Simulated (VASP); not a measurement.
# As (C2/m) in VASP: single point with PBE

Aim: the single point of As with PBE.

All numbers are computed with VASP 6.6.1; they aren't measurements. Logs are shortened: lines on timing, memory, paths and dates and some standing lists are left out, and cuts for length are marked.

## Step 1: The cell of the first run

It takes space group C2/m (No. 12, monoclinic). Conventional cell: a = 6.265 Å, b = 3.616 Å, c = 6.314 Å, α = 90.00°, β = 114.61°, γ = 90.00°. Within 3.3 Å of As (site symmetry m) lie 3 As at 2.51 Å.

## Step 2: Single point, PBE

Input file INCAR:

```
SYSTEM = As
ALGO     = Normal         ! electronic algorithm
EDIFF    = 1E-6           ! SCF threshold, eV
ENCUT    = 510            ! plane-wave cutoff, eV
GGA      = PE             ! functional
GGA_COMPAT= .FALSE.      
ISIF     = 2              ! what is computed and relaxed
ISMEAR   = 0              ! smearing method
LASPH    = .TRUE.         ! aspherical terms in the spheres
LCHARG   = .FALSE.        ! write CHGCAR
LREAL    = .FALSE.        ! projectors in reciprocal space
LWAVE    = .FALSE.        ! write WAVECAR
NBANDS   = 22             ! bands
NELM     = 120            ! most SCF steps
PREC     = Accurate       ! precision mode
SIGMA    = 0.1            ! smearing width, eV
```

Input file KPOINTS:

```
k-points
0
G
  6 6 4
  0 0 0
```

Input file POSCAR:

```
As
1.0
    3.1307331739     -1.8080218946     -0.1087619170
    3.1307331739      1.8080218946     -0.1087619170
   -2.4280947461      0.0000000000      5.8282750608
As
2
Direct
    0.1159771869      0.1159771869      0.3792625533
    0.8840228131      0.8840228131      0.6207374467
```

Potentials or basis: VASP PAW PBE potentials, release 64 (As_d).

Run with:

```
$ cat potpaw_PBE.64/As_d/POTCAR > POTCAR
$ mpirun -np 1 vasp_std > vasp.out
```

OUTCAR:

```text
SYSTEM = As
   EDIFF = 1E-6
   ENCUT = 510
   GGA = PE
   ISIF = 2
   ISMEAR = 0
   LASPH = .TRUE.
   LREAL = .FALSE.
   NELM = 120
   PREC = Accurate

 ion  position               nearest neighbor table
   1  0.116  0.116  0.379-   2 2.51   2 2.51   2 2.51
   2  0.884  0.884  0.621-   1 2.51   1 2.51   1 2.51

  LATTYP: Found a base centered monoclinic cell.
 ALAT       =     6.2652436060
 B/A-ratio  =     0.5771593280
 C/A-ratio  =     1.0077547195
 COS(beta)  =    -0.4163849880

  Lattice vectors:

 A1 = (   3.1307331739,  -1.8080218946,  -0.1087619170)
 A2 = (   3.1307331739,   1.8080218946,  -0.1087619170)
 A3 = (  -2.4280947461,   0.0000000000,   5.8282750608)

Analysis of symmetry for initial positions (statically):
=====================================================================
 Subroutine PRICEL returns:
 Original cell was already a primitive cell.

 Routine SETGRP: Setting up the symmetry group for a
 base centered monoclinic supercell.

 Subroutine GETGRP returns: Found  4 space group operations
 (whereof  4 operations were pure point group operations)
 out of a pool of  4 trial point group operations.

The static configuration has the point symmetry C_2h.

Analysis of symmetry for dynamics (positions and initial velocities):
=====================================================================
 Subroutine PRICEL returns:
 Original cell was already a primitive cell.

 Routine SETGRP: Setting up the symmetry group for a
 base centered monoclinic supercell.

 Subroutine GETGRP returns: Found  4 space group operations
 (whereof  4 operations were pure point group operations)
 out of a pool of  4 trial point group operations.

The dynamic configuration has the point symmetry C_2h.

 Subroutine INISYM returns: Found  4 space group operations
 (whereof  4 operations are pure point group operations),
 and found     1 'primitive' translations

----------------------------------------------------------------------------------------

                                     Primitive cell

  volume of cell :      65.0262

  direct lattice vectors                    reciprocal lattice vectors
     3.130733174 -1.808021895 -0.108761917     0.162052371 -0.276545324  0.067512001
     3.130733174  1.808021895 -0.108761917     0.162052371  0.276545324  0.067512001
    -2.428094746  0.000000000  5.828275061     0.006048145  0.000000000  0.174097046

[... 79 lines left out ...]
   LSORBIT =      F    spin-orbit coupling
   LASPH  =      T    aspherical Exc in radial PAW
   ENCUT  =  510.0 eV  37.48 Ry    6.12 a.u.   6.66  6.66 11.63*2*pi/ulx,y,z
   NELM   =    120;   NELMIN=  2; NELMDL= -5     # of ELM steps
   EDIFF  = 0.1E-05   stopping-criterion for ELM
   LREAL  =      F    real-space projection
   EDIFFG = 0.1E-04   stopping-criterion for IOM
   NSW    =      0    number of steps for IOM
   IBRION =     -1    ionic relax: 0-MD 1-quasi-New 2-CG
   NFREE  =      0    steps in history (QN), initial steepest desc. (CG)
   ISIF   =      2    stress and relaxation
   ISYM   =      2    0-nonsym 1-usesym 2-fastsym
   POTIM  = 0.5000    time-step for ionic-motion
   TEBEG  =    0.0;   TEEND  =   0.0 temperature during run
   PSTRESS=    0.0 pullay stress
   NELECT =      30.0000    total number of electrons
   NUPDOWN=      -1.0000    fix difference up-down
   EMIN   =  10.00;   EMAX   =-10.00  energy-range for DOS
   EFERMI =   0.00;   METHOD = LEGACY
   ISMEAR =     0;   SIGMA  =   0.10  broadening in eV -4-tet -1-fermi 0-gaus
   EFERMI_NEDOS =   21; number of points for ismear=-14 and -15
   IALGO  =     38    algorithm
   IMIX   =      4    mixing-type and parameters
     AMIX     =   0.40;   BMIX     =  1.00
     AMIX_MAG =   1.60;   BMIX_MAG =  1.00
  volume/ion in A,a.u.               =      32.51       219.41
  Fermi-wavevector in a.u.,A,eV,Ry     =   1.264986  2.390477 21.771910  1.600190
  Thomas-Fermi vector in A             =   2.398263
   LORBIT       =      0    0 simple, 1 ext, 2 COOP (PROOUT), +10 PAW based schemes
   GGA     = PE    functional components
   LHFCALC =     F    Hartree Fock is set to
   AEXX    =    0.0000 exact exchange contribution
   IVDW    =     0    specifies the selected vdW correction
   LEPSILON=     F    determine dielectric tensor
   LRPA    =     F    only Hartree local field effects (RPA)
 non-spin polarized calculation
 Gauss-broadening in eV      SIGMA  =   0.10
  energy-cutoff  :      510.00
  volume of cell :       65.03
 maximum number of plane-waves:      1723
 NGX is ok and might be reduce to    28
   NGX = 13   NGY = 13   NGZ = 23

 number of electron      29.9999993 magnetization

 Free energy of the ion-electron system (eV)
  ---------------------------------------------------
  ext. energy  EPLUGINS =         0.00000000
  ---------------------------------------------------
  free energy    TOTEN  =        -9.33634827 eV

  energy without entropy =       -9.33634827  energy(sigma->0) =       -9.33634827

 E-fermi :   0.6603     XC(G=0):  -8.1820

 val. band max:        0.2497470895   @ k =   0.0000   0.0000   0.5000
 cond. band min:       1.3478401999   @ k =  -0.3333   0.0000   0.2500
 fundamental gap:      1.0980931104
 Fermi energy:         0.6603039478

 k-point     1 :       0.0000    0.0000    0.0000
  band No.  band energies     occupation
      1     -35.0897      2.00000
      2     -35.0896      2.00000
      3     -35.0511      2.00000
      4     -35.0510      2.00000
      5     -35.0034      2.00000
      6     -34.9800      2.00000
[... 589 lines left out ...]
     21       9.2302      0.00000
     22      10.8564      0.00000

 [... further k-points ...]

------------------------ aborting loop because EDIFF is reached ----------------------------------------

  FORCE on cell =-STRESS in cart. coord.  units (eV):
  Direction    XX          YY          ZZ          XY          YZ          ZX
  --------------------------------------------------------------------------------------
  -------------------------------------------------------------------------------------
  Total        0.0400179      0.0305092      0.1141832      0.0000000      0.0000000     -0.0170977
  in kB        0.9859993      0.7517156      2.8133534      0.0000000      0.0000000     -0.4212685
  external PRESSURE =       1.5170228 kB  Pullay stress =       0.0000000 kB

 VOLUME and BASIS-vectors are now :
 -----------------------------------------------------------------------------
  energy-cutoff  :      510.00
  volume of cell :       65.03
      direct lattice vectors                 reciprocal lattice vectors
     3.130733174 -1.808021895 -0.108761917     0.162052371 -0.276545324  0.067512001
     3.130733174  1.808021895 -0.108761917     0.162052371  0.276545324  0.067512001
    -2.428094746  0.000000000  5.828275061     0.006048145  0.000000000  0.174097046

 POSITION                                       TOTAL-FORCE (eV/Angst)
 -----------------------------------------------------------------------------------
     -0.19470      0.00000      2.18522         0.001499      0.000000     -0.017225
      4.02807      0.00000      3.42553        -0.001499      0.000000      0.017225
 -----------------------------------------------------------------------------------
    total drift:                               -0.000000      0.000000      0.000000

  FREE ENERGIE OF THE ION-ELECTRON SYSTEM (eV)
  ---------------------------------------------------
  free  energy   TOTEN  =        -9.3363482710 eV

  energy  without entropy=       -9.3363482710  energy(sigma->0) =       -9.33634827
```

stdout:

```text
POSCAR found type information on POSCAR As
 POSCAR found :  1 types and       2 ions
 scaLAPACK will be used
 LDA part: xc-table for (Slater+PW92), standard interpolation
 POSCAR, INCAR and KPOINTS ok, starting setup
 FFT: planning ... GRIDC
 FFT: planning ... GRID_SOFT
 FFT: planning ... GRID
 WAVECAR not read
 entering main loop
```

It took 49 s on 1 thread of Intel Xeon Platinum 8375C at 2.90GHz (Ice Lake), shared host; peak memory 0.2 GiB.

Results:

* Free energy: -9.3363 eV
* Pressure: 0.2 GPa
* Largest force: 0.017 eV/Å
* Band gap on the k mesh: 1.10 eV (least direct gap 1.42 eV)

Forces on the atoms (eV/Å):
```
As   0.001  0.000 -0.017
As  -0.001  0.000  0.017
```

Levels at points of the mesh, in eV from the valence-band top:
| k point | band 11 | band 12 | band 13 | band 14 | band 15 | band 16 | band 17 | band 18 | band 19 | band 20 |
| --- | --- | --- | --- | --- | --- | --- | --- | --- | --- | --- |
| (0.00, 0.00, 0.00) | -13.66 | -7.22 | -1.31 | -0.25 | -0.25 | 1.96 | 3.24 | 3.24 | 7.15 | 9.44 |
| (0.50, 0.00, 0.00) | -11.25 | -9.29 | -3.55 | -2.10 | -1.91 | 1.91 | 3.13 | 4.23 | 5.77 | 8.23 |
| (0.50, 0.50, 0.00) | -11.23 | -9.32 | -3.70 | -2.12 | -1.75 | 1.70 | 3.27 | 4.40 | 7.05 | 9.04 |
| (0.00, 0.00, 0.50) | -13.64 | -7.48 | -0.27 | -0.26 | 0.00 | 1.42 | 3.27 | 3.28 | 5.75 | 8.95 |
| (0.50, 0.00, 0.50) | -11.23 | -9.33 | -3.63 | -2.12 | -1.61 | 1.58 | 2.83 | 4.37 | 6.46 | 9.42 |
| (0.50, 0.50, 0.50) | -11.26 | -9.30 | -3.48 | -2.09 | -1.78 | 1.78 | 2.72 | 4.20 | 5.50 | 8.42 |

Caveat: this functional lacks dispersion, which binds layers or chains, so the pressure and a relaxed spacing across them are unreliable. A k mesh can miss the band edges.
